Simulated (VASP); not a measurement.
# Fe (Fd-3m) in VASP: further runs

Runs on Fe. Level: PBE. Tasks: single point, relaxation of cell and atoms.

Program: VASP 6.6.1. These are calculated values, not measurements. Logs are shortened: lines on timing, memory, paths and dates and some standing lists are left out, and cuts for length are marked.

### Step 1. The cell of the first run

Symmetry: Fd-3m, No. 227, cubic system. The conventional cell has a = 4.716 Å, b = 4.716 Å, c = 4.716 Å, α = 90.00°, β = 90.00°, γ = 90.00°. Within 2.7 Å of Fe (site symmetry -43m) lie 4 Fe at 2.04 Å.

This isn't the form of Fe at room conditions, which is bcc.

### Step 2. Single point, PBE, collinear spin, ferromagnetic start

INCAR

```
PREC = Accurate ; ENCUT = 520
EDIFF = 1E-6 ; ISMEAR = -1
SIGMA = 0.05 ; LREAL = F
LASPH = T ; NELM = 150
ALGO = Normal ; ISIF = 2
LWAVE = F ; LCHARG = F
ISPIN = 2 ; MAGMOM = 2.5 2.5
LORBIT = 11 ; LMAXMIX = 4
GGA = PE ; NBANDS = 19
```

KPOINTS

```
Automatic mesh
0
Gamma
  14 14 14
```

POSCAR

```
Fe
1.0
    0.0000000000      2.3581451311      2.3581451311
    2.3581451311      0.0000000000      2.3581451311
    2.3581451311      2.3581451311      0.0000000000
Fe
2
Direct
   -0.1250000000     -0.1250000000     -0.1250000000
    0.1250000000      0.1250000000      0.1250000000
```

Potentials or basis: VASP PAW PBE potentials, release 64 (Fe).

On the command line:

```bash
$ cat potpaw_PBE.64/Fe/POTCAR > POTCAR
$ mpirun -np 1 vasp_std > vasp.out
```

OUTCAR:

```text
PREC = Accurate
   ENCUT = 520
   EDIFF = 1E-6
   ISMEAR = -1
   LREAL = F
   LASPH = T
   NELM = 150
   ISIF = 2
   ISPIN = 2
   LORBIT = 11
   GGA = PE

 ion  position               nearest neighbor table
   1  0.875  0.875  0.875-   2 2.04   2 2.04   2 2.04   2 2.04
   2  0.125  0.125  0.125-   1 2.04   1 2.04   1 2.04   1 2.04

  LATTYP: Found a face centered cubic cell.
 ALAT       =     4.7162902622

  Lattice vectors:

 A1 = (   0.0000000000,   2.3581451311,   2.3581451311)
 A2 = (   2.3581451311,   0.0000000000,   2.3581451311)
 A3 = (   2.3581451311,   2.3581451311,   0.0000000000)

Analysis of symmetry for initial positions (statically):
=====================================================================
 Subroutine PRICEL returns:
 Original cell was already a primitive cell.

 Routine SETGRP: Setting up the symmetry group for a
 face centered cubic supercell.

 Subroutine GETGRP returns: Found 48 space group operations
 (whereof 12 operations were pure point group operations)
 out of a pool of 48 trial point group operations.

The static configuration has the point symmetry D_3d.
 The point group associated with its full space group is O_h .

Analysis of symmetry for dynamics (positions and initial velocities):
=====================================================================
 Subroutine PRICEL returns:
 Original cell was already a primitive cell.

 Routine SETGRP: Setting up the symmetry group for a
 face centered cubic supercell.

 Subroutine GETGRP returns: Found 48 space group operations
 (whereof 12 operations were pure point group operations)
 out of a pool of 48 trial point group operations.

The dynamic configuration has the point symmetry D_3d.
 The point group associated with its full space group is O_h .

Analysis of structural, dynamic, and magnetic symmetry:
=====================================================================
 Subroutine PRICEL returns:
 Original cell was already a primitive cell.

 Routine SETGRP: Setting up the symmetry group for a
 face centered cubic supercell.

 Subroutine GETGRP returns: Found 48 space group operations
 (whereof 12 operations were pure point group operations)
 out of a pool of 48 trial point group operations.

The overall configuration has the point symmetry D_3d.
 The point group associated with its full space group is O_h .

 Subroutine INISYM returns: Found 48 space group operations
 (whereof 12 operations are pure point group operations),
 and found     1 'primitive' translations

----------------------------------------------------------------------------------------

                                     Primitive cell

  volume of cell :      26.2266

  direct lattice vectors                    reciprocal lattice vectors
     0.000000000  2.358145131  2.358145131    -0.212031055  0.212031055  0.212031055
     2.358145131  0.000000000  2.358145131     0.212031055 -0.212031055  0.212031055
     2.358145131  2.358145131  0.000000000     0.212031055  0.212031055 -0.212031055

  length of vectors
     3.334920826  3.334920826  3.334920826     0.367248560  0.367248560  0.367248560

  position of ions in fractional coordinates (direct lattice)
     0.875000000  0.875000000  0.875000000
     0.125000000  0.125000000  0.125000000

  ion indices of the primitive-cell ions
   primitive index   ion index
                 1           1
                 2           2

----------------------------------------------------------------------------------------

 KPOINTS: Automatic mesh

Automatic generation of k-mesh.
 Grid dimensions read from file:
 generate k-points for:   14   14   14

 Generating k-lattice:

  Cartesian coordinates                     Fractional coordinates (reciprocal lattice)
    -0.015145075  0.015145075  0.015145075     0.071428571  0.000000000  0.000000000
     0.015145075 -0.015145075  0.015145075     0.000000000  0.071428571  0.000000000
     0.015145075  0.015145075 -0.015145075     0.000000000  0.000000000  0.071428571

  Length of vectors
     0.026232040  0.026232040  0.026232040

  Shift w.r.t. Gamma in fractional coordinates (k-lattice)
     0.000000000  0.000000000  0.000000000

 Subroutine IBZKPT returns following result:
 ===========================================

 Found    104 irreducible k-points:

 Following reciprocal coordinates:
            Coordinates               Weight
  0.000000  0.000000  0.000000      1.000000
  0.071429  0.000000  0.000000      8.000000
  0.142857  0.000000  0.000000      8.000000
  0.214286  0.000000  0.000000      8.000000
  0.285714  0.000000  0.000000      8.000000
  0.357143  0.000000  0.000000      8.000000
[... 16 lines left out ...]
  0.214286  0.142857  0.000000     24.000000
  0.285714  0.142857  0.000000     24.000000
 [... further k-points ...]
   k-points           NKPTS =    104   k-points in BZ     NKDIM =    104   number of bands    NBANDS=     19
   number of dos      NEDOS =    301   number of ions     NIONS =      2
   total plane-waves  NPLWV =  21952
   dimension x,y,z NGX =    28 NGY =   28 NGZ =   28
   dimension x,y,z NGXF=    56 NGYF=   56 NGZF=   56
   ions per type =               2
   NGX,Y,Z   is equivalent  to a cutoff of  13.96, 13.96, 13.96 a.u.
   NGXF,Y,Z  is equivalent  to a cutoff of  27.92, 27.92, 27.92 a.u.
 SYSTEM =  unknown system
   PREC   = accura    normal or accurate (medium, high low for compatibility)
   ISTART =      0    job   : 0-new  1-cont  2-samecut
   ICHARG =      2    charge: 1-file 2-atom 10-const
   ISPIN  =      2    spin polarized calculation?
   LNONCOLLINEAR =      F non collinear calculations
   LSORBIT =      F    spin-orbit coupling
   LASPH  =      T    aspherical Exc in radial PAW
   ENCUT  =  520.0 eV  38.22 Ry    6.18 a.u.   6.20  6.20  6.20*2*pi/ulx,y,z
   NELM   =    150;   NELMIN=  2; NELMDL= -5     # of ELM steps
   EDIFF  = 0.1E-05   stopping-criterion for ELM
   LREAL  =      F    real-space projection
   EDIFFG = 0.1E-04   stopping-criterion for IOM
   NSW    =      0    number of steps for IOM
   IBRION =     -1    ionic relax: 0-MD 1-quasi-New 2-CG
   NFREE  =      0    steps in history (QN), initial steepest desc. (CG)
   ISIF   =      2    stress and relaxation
   ISYM   =      2    0-nonsym 1-usesym 2-fastsym
   POTIM  = 0.5000    time-step for ionic-motion
   TEBEG  =    0.0;   TEEND  =   0.0 temperature during run
   PSTRESS=    0.0 pullay stress
   NELECT =      16.0000    total number of electrons
   NUPDOWN=      -1.0000    fix difference up-down
   EMIN   =  10.00;   EMAX   =-10.00  energy-range for DOS
   EFERMI =   0.00;   METHOD = LEGACY
   ISMEAR =    -1;   SIGMA  =   0.05  broadening in eV -4-tet -1-fermi 0-gaus
   EFERMI_NEDOS =   21; number of points for ismear=-14 and -15
   IALGO  =     38    algorithm
   IMIX   =      4    mixing-type and parameters
     AMIX     =   0.40;   BMIX     =  1.00
     AMIX_MAG =   1.60;   BMIX_MAG =  1.00
  volume/ion in A,a.u.               =      13.11        88.49
  Fermi-wavevector in a.u.,A,eV,Ry     =   1.388463  2.623815 26.229711  1.927829
  Thomas-Fermi vector in A             =   2.512587
   LORBIT       =     11    0 simple, 1 ext, 2 COOP (PROOUT), +10 PAW based schemes
   GGA     = PE    functional components
   LHFCALC =     F    Hartree Fock is set to
   AEXX    =    0.0000 exact exchange contribution
   IVDW    =     0    specifies the selected vdW correction
   LEPSILON=     F    determine dielectric tensor
   LRPA    =     F    only Hartree local field effects (RPA)
 spin polarized calculation
  energy-cutoff  :      520.00
  volume of cell :       26.23
 maximum number of plane-waves:       725
 NGX is ok and might be reduce to    28
   NGX = 13   NGY = 13   NGZ = 13

 number of electron      15.9999992 magnetization      -0.0507038

 number of electron      15.9999992 magnetization       0.0022097

 Free energy of the ion-electron system (eV)
  ---------------------------------------------------
  ext. energy  EPLUGINS =         0.00000000
  ---------------------------------------------------
  free energy    TOTEN  =       -13.89019513 eV

  energy without entropy =      -13.87278256  energy(sigma->0) =      -13.88148885

 E-fermi :   4.4709     XC(G=0): -12.0275

 val. band max:        4.4690028297   @ k =  -0.4286   0.1429   0.0714
 cond. band min:       4.4832185453   @ k =  -0.2857   0.0714   0.0000
 fundamental gap:      0.0142157156
 Fermi energy:         4.4708979371

 spin component 1

 k-point     1 :       0.0000    0.0000    0.0000
  band No.  band energies     occupation
      1      -2.6589      1.00000
      2       1.3349      1.00000
      3       1.3349      1.00000
      4       1.7556      1.00000
      5       1.7556      1.00000
      6       1.7556      1.00000
[... 11 lines left out ...]
     18      20.9413      0.00000
     19      22.7811      0.00000

 k-point     2 :       0.0714    0.0000    0.0000
  band No.  band energies     occupation
      1      -2.5452      1.00000
      2       1.2710      1.00000
      3       1.2710      1.00000
      4       1.7622      1.00000
      5       1.8516      1.00000
      6       1.8516      1.00000
[... 11 lines left out ...]
     18      22.1220      0.00000
     19      23.6634      0.00000

 k-point     3 :       0.1429    0.0000    0.0000
  band No.  band energies     occupation
      1      -2.2106      1.00000
      2       1.1786      1.00000
      3       1.1786      1.00000
      4       1.7889      1.00000
      5       2.0218      1.00000
      6       2.0218      1.00000
[... 434 lines left out ...]
      1      -1.6646      1.00000
      2       0.7449      1.00000
      3       1.6004      1.00000
      4       1.8191      1.00000
      5       1.8838      1.00000
      6       2.4532      1.00000
[... 11 lines left out ...]
     18      24.1666      0.00000
     19      25.6900      0.00000

 k-point    24 :       0.2857    0.1429    0.0000
  band No.  band energies     occupation
      1      -1.0956      1.00000
      2       0.6953      1.00000
      3       1.6204      1.00000
      4       1.8534      1.00000
      5       1.9451      1.00000
      6       2.5607      1.00000
[... 11 lines left out ...]
     18      23.8396      0.00000
     19      25.8348      0.00000

 [... further k-points ...]

 spin component 2

 k-point     1 :       0.0000    0.0000    0.0000
  band No.  band energies     occupation
      1      -2.6590      1.00000
      2       1.3361      1.00000
      3       1.3361      1.00000
      4       1.7561      1.00000
      5       1.7561      1.00000
      6       1.7561      1.00000
[... 11 lines left out ...]
     18      20.9407      0.00000
     19      22.7807      0.00000

 k-point     2 :       0.0714    0.0000    0.0000
  band No.  band energies     occupation
      1      -2.5452      1.00000
      2       1.2721      1.00000
      3       1.2721      1.00000
      4       1.7627      1.00000
      5       1.8522      1.00000
      6       1.8522      1.00000
[... 11 lines left out ...]
     18      22.1218      0.00000
     19      23.6505      0.00000

 k-point     3 :       0.1429    0.0000    0.0000
  band No.  band energies     occupation
      1      -2.2106      1.00000
      2       1.1796      1.00000
      3       1.1796      1.00000
      4       1.7894      1.00000
      5       2.0225      1.00000
      6       2.0225      1.00000
[... 434 lines left out ...]
      1      -1.6646      1.00000
      2       0.7458      1.00000
      3       1.6015      1.00000
      4       1.8196      1.00000
      5       1.8845      1.00000
      6       2.4539      1.00000
[... 11 lines left out ...]
     18      24.1664      0.00000
     19      25.6838      0.00000

 k-point    24 :       0.2857    0.1429    0.0000
  band No.  band energies     occupation
      1      -1.0957      1.00000
      2       0.6961      1.00000
      3       1.6213      1.00000
      4       1.8539      1.00000
      5       1.9459      1.00000
      6       2.5615      1.00000
[... 11 lines left out ...]
     18      23.8395      0.00000
     19      25.8350      0.00000

 [... further k-points ...]

------------------------ aborting loop because EDIFF is reached ----------------------------------------

  FORCE on cell =-STRESS in cart. coord.  units (eV):
  Direction    XX          YY          ZZ          XY          YZ          ZX
  --------------------------------------------------------------------------------------
  -------------------------------------------------------------------------------------
  Total        2.6566417      2.6566417      2.6566417      0.0000000     -0.0000000     -0.0000000
  in kB      162.2938193    162.2938193    162.2938193      0.0000000     -0.0000000     -0.0000000
  external PRESSURE =     162.2938193 kB  Pullay stress =       0.0000000 kB

 VOLUME and BASIS-vectors are now :
 -----------------------------------------------------------------------------
  energy-cutoff  :      520.00
  volume of cell :       26.23
      direct lattice vectors                 reciprocal lattice vectors
     0.000000000  2.358145131  2.358145131    -0.212031055  0.212031055  0.212031055
     2.358145131  0.000000000  2.358145131     0.212031055 -0.212031055  0.212031055
     2.358145131  2.358145131  0.000000000     0.212031055  0.212031055 -0.212031055

 POSITION                                       TOTAL-FORCE (eV/Angst)
 -----------------------------------------------------------------------------------
      4.12675      4.12675      4.12675        -0.000000     -0.000000     -0.000000
      0.58954      0.58954      0.58954         0.000000      0.000000      0.000000
 -----------------------------------------------------------------------------------
    total drift:                                0.000000     -0.000000     -0.000000

  FREE ENERGIE OF THE ION-ELECTRON SYSTEM (eV)
  ---------------------------------------------------
  free  energy   TOTEN  =       -13.8901951333 eV

  energy  without entropy=      -13.8727825582  energy(sigma->0) =      -13.88148885

 total charge

# of ion       s       p       d       tot
------------------------------------------
    1        0.622   0.498   6.564   7.684
    2        0.622   0.498   6.564   7.684
--------------------------------------------------
tot          1.244   0.995  13.129  15.368

 magnetization (x)

# of ion       s       p       d       tot
------------------------------------------
    1       -0.000  -0.000   0.001   0.001
    2       -0.000  -0.000   0.001   0.001
--------------------------------------------------
tot         -0.000  -0.000   0.001   0.001
```

Run time: 2 min. Hardware: 1 thread of Intel Xeon 6975P-C (Granite Rapids), shared host; peak memory 0.22 GiB.

What came out:

```yaml
Free_energy: -13.8902 eV
Pressure: 16.2 GPa
Band_gap_on_the_k_mesh: zero (filled and empty bands overlap)
Net_moment: 0.00 μB per cell
Valence_electrons_inside_the_program's_atomic_spheres: Fe 7.68
```

Levels at points of the mesh, in eV from the Fermi level:
Spin up:
```csv
k point,band 6,band 7,band 8,band 9,band 10,band 11
"(0.00, 0.00, 0.00)",-2.72,-0.44,-0.44,-0.44,1.43,1.43
"(0.50, 0.00, 0.00)",-2.76,-1.14,0.22,0.22,1.14,1.14
"(0.50, 0.50, 0.00)",-1.37,-0.84,-0.84,1.36,1.36,3.04
```
Spin down:
```tsv
k point	band 4	band 5	band 6	band 7	band 8	band 9	band 10	band 11	band 12	band 13
(0.00, 0.00, 0.00)	-2.71	-2.71	-2.71	-0.44	-0.44	-0.44	1.43	1.43	15.27	15.27
(0.50, 0.00, 0.00)	-2.98	-2.76	-2.76	-1.14	0.22	0.22	1.14	1.14	2.84	11.70
(0.50, 0.50, 0.00)	-2.67	-1.37	-1.37	-0.84	-0.84	1.36	1.36	3.04	3.04	5.80
```

Caveat: the cell stands under pressure; the moments typed at the start vanished in this run.

### Step 3. Single point, PBE, collinear spin, ferromagnetic start

INCAR

```
SYSTEM = Fe
ALGO = Normal
EDIFF = 1E-6
ENCUT = 520
GGA = PE
ISIF = 2
ISMEAR = -1
ISPIN = 2
LASPH = .TRUE.
LCHARG = .FALSE.
LMAXMIX = 4
LORBIT = 11
LREAL = .FALSE.
LWAVE = .FALSE.
MAGMOM = 2.5 2.5
NBANDS = 19
NELM = 150
PREC = Accurate
SIGMA = 0.05
```

KPOINTS

```
k-points
0
G
  14 14 14
  0 0 0
```

POSCAR

```
Fe
1.0
    0.0000000000      2.3579767050      2.3579767050
    2.3579767050      0.0000000000      2.3579767050
    2.3579767050      2.3579767050      0.0000000000
Fe
2
Direct
   -0.1250000000     -0.1250000000     -0.1250000000
    0.1250000000      0.1250000000      0.1250000000
```

Potentials or basis: VASP PAW PBE potentials, release 64 (Fe).

On the command line:

```bash
$ cat potpaw_PBE.64/Fe/POTCAR > POTCAR
$ mpirun -np 1 vasp_std > vasp.out
```

Wall time 1.8 min (1 thread of Intel Xeon 6975P-C (Granite Rapids), shared host); peak memory 0.22 GiB.

It converged, with:

```
Free energy                                           : -13.8896 eV
Pressure                                              : 16.3 GPa
Band gap on the k mesh                                : zero (filled and empty bands overlap)
Net moment                                            : 0.00 μB per cell
Valence electrons inside the program's atomic spheres : Fe 7.68
```

Levels at points of the mesh, in eV from the Fermi level:
Spin up:
```
           k point  band 4  band 5  band 6  band 7  band 8  band 9  band 10  band 11  band 12  band 13
(0.00, 0.00, 0.00)   -2.72   -2.72   -2.72   -0.44   -0.44   -0.44     1.43     1.43    15.28    15.28
(0.50, 0.00, 0.00)   -2.98   -2.76   -2.76   -1.14    0.22    0.22     1.14     1.14     2.84    11.70
(0.50, 0.50, 0.00)   -2.67   -1.37   -1.37   -0.84   -0.84    1.36     1.36     3.04     3.04     5.80
```
Spin down:
```csv
k point,band 6,band 7,band 8,band 9,band 10,band 11
"(0.00, 0.00, 0.00)",-2.72,-0.44,-0.44,-0.44,1.43,1.43
"(0.50, 0.00, 0.00)",-2.76,-1.14,0.22,0.22,1.14,1.14
"(0.50, 0.50, 0.00)",-1.37,-0.84,-0.84,1.37,1.37,3.04
```

Caveat: the cell stands under pressure; the moments typed at the start vanished in this run.

(Continued in part 2 of 2.)
